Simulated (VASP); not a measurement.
# ZnCu (Pm-3m) in VASP: notebook

ZnCu is run at these levels: PBE; tasks: single point, relaxation of cell and atoms.

All numbers are computed with VASP 6.6.1; they aren't measurements. Logs are shortened: lines on timing, memory, paths and dates and some standing lists are left out, and cuts for length are marked.

### 1 The cell of the first run

Symmetry: Pm-3m, No. 221, cubic system. Conventional cell: a = 2.964 Å, b = 2.964 Å, c = 2.964 Å, α = 90.00°, β = 90.00°, γ = 90.00°. Zn (site symmetry m-3m) has 8 Cu at 2.57 Å and 6 Zn at 2.96 Å within 3.4 Å. Cu (site symmetry m-3m) has 8 Zn at 2.57 Å and 6 Cu at 2.96 Å within 3.4 Å.

### 2 Single point, PBE

Contents of INCAR:

```
SYSTEM = ZnCu
PREC = Accurate ; ENCUT = 520
EDIFF = 1E-6 ; ISMEAR = 0
SIGMA = 0.1 ; LREAL = .False.
LASPH = .True. ; NELM = 60
ALGO = Normal ; ISIF = 2
LWAVE = .False. ; LCHARG = .False.
GGA = PE ; NBANDS = 18
```

Contents of KPOINTS:

```
regular mesh
0
Gamma
  14 14 14
  0 0 0
```

Contents of POSCAR:

```
ZnCu
1.0
    2.9635351946      0.0000000000      0.0000000000
    0.0000000000      2.9635351946      0.0000000000
    0.0000000000      0.0000000000      2.9635351946
Zn Cu
1 1
Direct
    0.5000000000      0.5000000000      0.5000000000
    0.0000000000      0.0000000000      0.0000000000
```

Potentials or basis: VASP PAW PBE potentials, release 64 (Zn, Cu).

Run with:

```
cat potpaw_PBE.64/Zn/POTCAR potpaw_PBE.64/Cu/POTCAR > POTCAR
mpirun -np 1 vasp_std > vasp.out
```

OUTCAR:

```text
SYSTEM = ZnCu
   PREC = Accurate
   ENCUT = 520
   EDIFF = 1E-6
   ISMEAR = 0
   LREAL = .False.
   LASPH = .True.
   NELM = 60
   ISIF = 2
   GGA = PE

 ion  position               nearest neighbor table
   1  0.500  0.500  0.500-   2 2.57   2 2.57   2 2.57   2 2.57   2 2.57   2 2.57   2 2.57   2 2.57

   2  0.000  0.000  0.000-   1 2.57   1 2.57   1 2.57   1 2.57   1 2.57   1 2.57   1 2.57   1 2.57

  LATTYP: Found a simple cubic cell.
 ALAT       =     2.9635351946

  Lattice vectors:

 A1 = (   2.9635351946,   0.0000000000,   0.0000000000)
 A2 = (   0.0000000000,   2.9635351946,   0.0000000000)
 A3 = (   0.0000000000,   0.0000000000,   2.9635351946)

Analysis of symmetry for initial positions (statically):
=====================================================================
 Subroutine PRICEL returns:
 Original cell was already a primitive cell.

 Routine SETGRP: Setting up the symmetry group for a
 simple cubic supercell.

 Subroutine GETGRP returns: Found 48 space group operations
 (whereof 48 operations were pure point group operations)
 out of a pool of 48 trial point group operations.

The static configuration has the point symmetry O_h .

Analysis of symmetry for dynamics (positions and initial velocities):
=====================================================================
 Subroutine PRICEL returns:
 Original cell was already a primitive cell.

 Routine SETGRP: Setting up the symmetry group for a
 simple cubic supercell.

 Subroutine GETGRP returns: Found 48 space group operations
 (whereof 48 operations were pure point group operations)
 out of a pool of 48 trial point group operations.

The dynamic configuration has the point symmetry O_h .

 Subroutine INISYM returns: Found 48 space group operations
 (whereof 48 operations are pure point group operations),
 and found     1 'primitive' translations

----------------------------------------------------------------------------------------

                                     Primitive cell

  volume of cell :      26.0274

  direct lattice vectors                    reciprocal lattice vectors
     2.963535195  0.000000000  0.000000000     0.337434832  0.000000000  0.000000000
     0.000000000  2.963535195  0.000000000     0.000000000  0.337434832  0.000000000
     0.000000000  0.000000000  2.963535195     0.000000000  0.000000000  0.337434832

  length of vectors
     2.963535195  2.963535195  2.963535195     0.337434832  0.337434832  0.337434832

  position of ions in fractional coordinates (direct lattice)
     0.500000000  0.500000000  0.500000000
     0.000000000  0.000000000  0.000000000

  ion indices of the primitive-cell ions
   primitive index   ion index
                 1           1
                 2           2

----------------------------------------------------------------------------------------

 KPOINTS: regular mesh

Automatic generation of k-mesh.
 Grid dimensions read from file:
 generate k-points for:   14   14   14

 Generating k-lattice:

  Cartesian coordinates                     Fractional coordinates (reciprocal lattice)
     0.024102488  0.000000000  0.000000000     0.071428571  0.000000000  0.000000000
     0.000000000  0.024102488  0.000000000     0.000000000  0.071428571  0.000000000
     0.000000000  0.000000000  0.024102488     0.000000000  0.000000000  0.071428571

  Length of vectors
     0.024102488  0.024102488  0.024102488

  Shift w.r.t. Gamma in fractional coordinates (k-lattice)
     0.000000000  0.000000000  0.000000000

 Subroutine IBZKPT returns following result:
 ===========================================

 Found    120 irreducible k-points:

 Following reciprocal coordinates:
            Coordinates               Weight
  0.000000  0.000000  0.000000      1.000000
  0.071429  0.000000  0.000000      6.000000
  0.142857  0.000000  0.000000      6.000000
  0.214286  0.000000  0.000000      6.000000
  0.285714  0.000000  0.000000      6.000000
  0.357143  0.000000  0.000000      6.000000
[... 16 lines left out ...]
  0.285714  0.214286  0.000000     24.000000
  0.357143  0.214286  0.000000     24.000000
 [... further k-points ...]
   k-points           NKPTS =    120   k-points in BZ     NKDIM =    120   number of bands    NBANDS=     18
   number of dos      NEDOS =    301   number of ions     NIONS =      2
   total plane-waves  NPLWV =  13824
   dimension x,y,z NGX =    24 NGY =   24 NGZ =   24
   dimension x,y,z NGXF=    48 NGYF=   48 NGZF=   48
   ions per type =               1   1
   NGX,Y,Z   is equivalent  to a cutoff of  13.46, 13.46, 13.46 a.u.
   NGXF,Y,Z  is equivalent  to a cutoff of  26.93, 26.93, 26.93 a.u.
 SYSTEM =  ZnCu
   PREC   = accura    normal or accurate (medium, high low for compatibility)
   ISTART =      0    job   : 0-new  1-cont  2-samecut
   ICHARG =      2    charge: 1-file 2-atom 10-const
   ISPIN  =      1    spin polarized calculation?
   LNONCOLLINEAR =      F non collinear calculations
   LSORBIT =      F    spin-orbit coupling
   LASPH  =      T    aspherical Exc in radial PAW
   ENCUT  =  520.0 eV  38.22 Ry    6.18 a.u.   5.51  5.51  5.51*2*pi/ulx,y,z
   NELM   =     60;   NELMIN=  2; NELMDL= -5     # of ELM steps
   EDIFF  = 0.1E-05   stopping-criterion for ELM
   LREAL  =      F    real-space projection
   EDIFFG = 0.1E-04   stopping-criterion for IOM
   NSW    =      0    number of steps for IOM
   IBRION =     -1    ionic relax: 0-MD 1-quasi-New 2-CG
   NFREE  =      0    steps in history (QN), initial steepest desc. (CG)
   ISIF   =      2    stress and relaxation
   ISYM   =      2    0-nonsym 1-usesym 2-fastsym
   POTIM  = 0.5000    time-step for ionic-motion
   TEBEG  =    0.0;   TEEND  =   0.0 temperature during run
   PSTRESS=    0.0 pullay stress
   NELECT =      23.0000    total number of electrons
   NUPDOWN=      -1.0000    fix difference up-down
   EMIN   =  10.00;   EMAX   =-10.00  energy-range for DOS
   EFERMI =   0.00;   METHOD = LEGACY
   ISMEAR =     0;   SIGMA  =   0.10  broadening in eV -4-tet -1-fermi 0-gaus
   EFERMI_NEDOS =   21; number of points for ismear=-14 and -15
   IALGO  =     38    algorithm
   IMIX   =      4    mixing-type and parameters
     AMIX     =   0.40;   BMIX     =  1.00
     AMIX_MAG =   1.60;   BMIX_MAG =  1.00
  volume/ion in A,a.u.               =      13.01        87.82
  Fermi-wavevector in a.u.,A,eV,Ry     =   1.570992  2.968745 33.579402  2.468016
  Thomas-Fermi vector in A             =   2.672643
   LORBIT       =      0    0 simple, 1 ext, 2 COOP (PROOUT), +10 PAW based schemes
   GGA     = PE    functional components
   LHFCALC =     F    Hartree Fock is set to
   AEXX    =    0.0000 exact exchange contribution
   IVDW    =     0    specifies the selected vdW correction
   LEPSILON=     F    determine dielectric tensor
   LRPA    =     F    only Hartree local field effects (RPA)
 non-spin polarized calculation
 Gauss-broadening in eV      SIGMA  =   0.10
  energy-cutoff  :      520.00
  volume of cell :       26.03
 maximum number of plane-waves:       739
 NGX is ok and might be reduce to    24
   NGX = 11   NGY = 11   NGZ = 11

 number of electron      23.0000019 magnetization

 Free energy of the ion-electron system (eV)
  ---------------------------------------------------
  ext. energy  EPLUGINS =         0.00000000
  ---------------------------------------------------
  free energy    TOTEN  =        -5.01733177 eV

  energy without entropy =       -5.01570918  energy(sigma->0) =       -5.01652047

 E-fermi :   5.3763     XC(G=0): -12.2969

 val. band max:        5.2966614106   @ k =   0.5000   0.5000   0.2143
 cond. band min:       5.3899330708   @ k =   0.4286   0.3571   0.2143
 fundamental gap:      0.0932716603
 Fermi energy:         5.3762701752

 k-point     1 :       0.0000    0.0000    0.0000
  band No.  band energies     occupation
      1      -4.8300      2.00000
      2      -2.4253      2.00000
      3      -2.4253      2.00000
      4      -1.7607      2.00000
      5      -1.7607      2.00000
      6      -1.7607      2.00000
[... 10 lines left out ...]
     17      17.3452      0.00000
     18      28.6153      0.00000

 k-point     2 :       0.0714    0.0000    0.0000
  band No.  band energies     occupation
      1      -4.7387      2.00000
      2      -2.4153      2.00000
      3      -2.4061      2.00000
      4      -1.7686      2.00000
      5      -1.7686      2.00000
      6      -1.7568      2.00000
[... 10 lines left out ...]
     17      18.0139      0.00000
     18      27.5622      0.00000

 k-point     3 :       0.1429    0.0000    0.0000
  band No.  band energies     occupation
      1      -4.4681      2.00000
      2      -2.3868      2.00000
      3      -2.3498      2.00000
      4      -1.7908      2.00000
      5      -1.7908      2.00000
      6      -1.7461      2.00000
[... 10 lines left out ...]
     17      20.1063      0.00000
     18      25.8909      0.00000

 k-point     4 :       0.2143    0.0000    0.0000
  band No.  band energies     occupation
      1      -4.0296      2.00000
      2      -2.3452      2.00000
      3      -2.2582      2.00000
      4      -1.8228      2.00000
      5      -1.8228      2.00000
      6      -1.7305      2.00000
[... 375 lines left out ...]
      4      -1.8540      2.00000
      5      -1.8329      2.00000
      6      -1.7847      2.00000
[... 10 lines left out ...]
     17      22.7798      0.00000
     18      23.8617      0.00000

 k-point    23 :       0.2857    0.2143    0.0000
  band No.  band energies     occupation
      1      -2.8728      2.00000
      2      -2.2409      2.00000
      3      -2.0435      2.00000
      4      -1.8862      2.00000
      5      -1.8010      2.00000
      6      -1.7021      2.00000
[... 10 lines left out ...]
     17      22.5489      0.00000
     18      23.0271      0.00000

 k-point    24 :       0.3571    0.2143    0.0000
  band No.  band energies     occupation
      1      -2.5453      2.00000
      2      -2.2392      2.00000
      3      -2.0011      2.00000
      4      -1.9204      2.00000
      5      -1.8102      2.00000
      6      -1.2514      2.00000
[... 10 lines left out ...]
     17      20.9636      0.00000
     18      21.9207      0.00000

 [... further k-points ...]

------------------------ aborting loop because EDIFF is reached ----------------------------------------

  FORCE on cell =-STRESS in cart. coord.  units (eV):
  Direction    XX          YY          ZZ          XY          YZ          ZX
  --------------------------------------------------------------------------------------
  -------------------------------------------------------------------------------------
  Total        0.0771805      0.0771805      0.0771805      0.0000000     -0.0000000      0.0000000
  in kB        4.7510303      4.7510303      4.7510303      0.0000000     -0.0000000      0.0000000
  external PRESSURE =       4.7510303 kB  Pullay stress =       0.0000000 kB

 VOLUME and BASIS-vectors are now :
 -----------------------------------------------------------------------------
  energy-cutoff  :      520.00
  volume of cell :       26.03
      direct lattice vectors                 reciprocal lattice vectors
     2.963535195  0.000000000  0.000000000     0.337434832  0.000000000  0.000000000
     0.000000000  2.963535195  0.000000000     0.000000000  0.337434832  0.000000000
     0.000000000  0.000000000  2.963535195     0.000000000  0.000000000  0.337434832

 POSITION                                       TOTAL-FORCE (eV/Angst)
 -----------------------------------------------------------------------------------
      1.48177      1.48177      1.48177         0.000000      0.000000      0.000000
      0.00000      0.00000      0.00000         0.000000      0.000000      0.000000
 -----------------------------------------------------------------------------------
    total drift:                                0.000000      0.000000     -0.000000

  FREE ENERGIE OF THE ION-ELECTRON SYSTEM (eV)
  ---------------------------------------------------
  free  energy   TOTEN  =        -5.0173317723 eV

  energy  without entropy=       -5.0157091767  energy(sigma->0) =       -5.01652047
```

It took 41 s on 1 thread of Intel Xeon 8259CL, shared host; peak memory 0.18 GiB.

Results:

```yaml
Free_energy: -5.0173 eV
Pressure: 0.5 GPa
Band_gap_on_the_k_mesh: zero (an odd number of electrons rules out a gap without spin polarisation)
```

### 3 Relaxation of cell and atoms, PBE

This run uses another cell than the first one, of 12.46 Å³/atom.

Contents of INCAR:

```
  ALGO = Normal
  EDIFF = 1E-6
  EDIFFG = -0.005
  ENCUT = 600
  GGA = PE
  IBRION = 2
  ISIF = 3
  ISMEAR = 0
  LASPH = True
  LCHARG = False
  LREAL = False
  LWAVE = False
  NELM = 60
  NSW = 100
  PREC = Accurate
  SIGMA = 0.1
```

Contents of KPOINTS:

```
k-points
0
Gamma
  14 14 14
```

Contents of POSCAR:

```
ZnCu
1.0
    2.9205539200      0.0000000000      0.0000000000
    0.0000000000      2.9205539200      0.0000000000
    0.0000000000      0.0000000000      2.9205539200
Zn Cu
1 1
Direct
    0.5000000000      0.5000000000      0.5000000000
    0.0000000000      0.0000000000      0.0000000000
```

Potentials or basis: VASP PAW PBE potentials, release 64 (Zn, Cu).

Run with:

```
cat potpaw_PBE.64/Zn/POTCAR potpaw_PBE.64/Cu/POTCAR > POTCAR
mpirun -np 1 vasp_std > vasp.out
```

It took 81 s on 1 thread of Intel Xeon 8259CL, shared host; peak memory 0.19 GiB.

Results (log left out):

```
Free energy                           : -5.0170 eV
Relaxed volume                        : 13.07 Å³/atom
Relaxed cell                          : a = 2.968 Å, b = 2.968 Å, c = 2.968 Å, α = 90.00°, β = 90.00°, γ = 90.00°
Space group after relaxing (to 0.1 Å) : Pm-3m (No. 221)
Energy gained by relaxing             : 11.3 meV/atom
Ionic steps                           : 3
Pressure after relaxing               : 0.0 GPa
Band gap on the k mesh                : zero (an odd number of electrons rules out a gap without spin polarisation)
```

Step by step:
```
step  energy change (eV)  largest force (eV/Å)  pressure (GPa)  volume (Å³)
   1              0.0000                0.0000            6.22        24.91
   2             -0.0187                0.0000           -2.19        26.70
   3             -0.0226                0.0000            0.00        26.14
```

Final structure:
```xyz
2
Lattice="2.9678 0.0000 0.0000 0.0000 2.9678 0.0000 0.0000 0.0000 2.9678" Properties=species:S:1:pos:R:3 pbc="T T T"
Zn    1.4839    1.4839    1.4839
Cu    0.0000    0.0000    0.0000
```

Levels at points of the mesh, in eV from the Fermi level:
| k point | band 8 | band 9 | band 10 | band 11 | band 12 | band 13 | band 14 | band 15 |
| --- | --- | --- | --- | --- | --- | --- | --- | --- |
| (0.00, 0.00, 0.00) | -3.53 | -2.71 | -2.71 | -2.71 | 6.14 | 6.14 | 6.14 | 11.10 |
| (0.50, 0.00, 0.00) | -3.63 | -3.23 | -3.23 | -2.78 | -2.00 | 11.50 | 11.50 | 12.14 |
| (0.50, 0.50, 0.00) | -2.86 | -2.86 | -2.48 | -1.83 | -1.83 | 1.64 | 2.00 | 13.67 |
| (0.50, 0.50, 0.50) | -4.21 | -2.46 | -2.46 | 3.68 | 4.27 | 4.27 | 4.27 | 4.43 |

The gap in the log of VASP goes by the Fermi energy; the results here count the filled bands.